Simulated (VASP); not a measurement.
**Si: relaxation of cell and atoms with revPBE**

The system is Si.

```
Si
1.0
     4.93412    0.00000    0.00000
     0.00000    4.93412    0.00000
     0.00000    0.00000    4.93412
Si
8
Direct
  0.00000 0.00000 0.00000
  0.50000 0.50000 0.50000
  0.25000 0.00000 0.50000
  0.75000 0.00000 0.50000
  0.50000 0.25000 0.00000
  0.50000 0.75000 0.00000
  0.00000 0.50000 0.25000
  0.00000 0.50000 0.75000
```

* Program: VASP 6.6.1
* Task: relaxation of cell and atoms
* Functional: revPBE
* Potentials or basis: VASP PAW PBE potentials, release 64 (Si)
* Cutoff: 600 eV
* k mesh: 5 × 5 × 5
* Occupations: fermi-dirac, width 0.1 eV
* Spin: no spin polarisation
* Dipole correction: no
* Further INCAR settings: ALGO = Normal; EDIFF = 1e-06; IBRION = 2; EDIFFG = -0.01; NSW = 80; ISIF = 3

```yaml
Relaxed_volume: 14.91 Å³/atom
Relaxed_cell: a = 4.923 Å, b = 4.923 Å, c = 4.923 Å, α = 90.00°, β = 90.00°, γ = 90.00°
Space_group_after_relaxing_to_0.1_Å: Pm-3n (No. 223)
Energy_gained_by_relaxing: 0.1 meV/atom
Ionic_steps: 2
Pressure_after_relaxing: 0.0 GPa
Band_gap_on_the_k_mesh: zero (bands 16 and 17 overlap by 1.92 eV)
```

Step by step:
| step | energy change (eV) | largest force (eV/Å) | pressure (GPa) | volume (Å³) |
| --- | --- | --- | --- | --- |
| 1 | 0.0000 | 0.0000 | -0.51 | 120.12 |
| 2 | -0.0012 | 0.0000 | 0.04 | 119.30 |

Final structure:
```
Si
1.0
     4.92283    0.00000    0.00000
     0.00000    4.92283    0.00000
     0.00000    0.00000    4.92283
Si
8
Direct
  0.00000 0.00000 0.00000
  0.50000 0.50000 0.50000
  0.25000 0.00000 0.50000
  0.75000 0.00000 0.50000
  0.50000 0.25000 0.00000
  0.50000 0.75000 0.00000
  0.00000 0.50000 0.25000
  0.00000 0.50000 0.75000
```

Levels at points of the mesh, in eV from the Fermi level:
```
           k point  band 13  band 14  band 15  band 16  band 17  band 18  band 19  band 20
(0.00, 0.00, 0.00)    -2.76    -2.07    -2.07    -2.07    -1.44    -1.44    -1.44     0.98
```

Run time: 55 s on 1 thread of Intel Xeon 8259CL, with other jobs on the host, peak memory 0.24 GiB.

Caveat: the PAW data sets were made with another functional, which shifts forces and pressure a little.
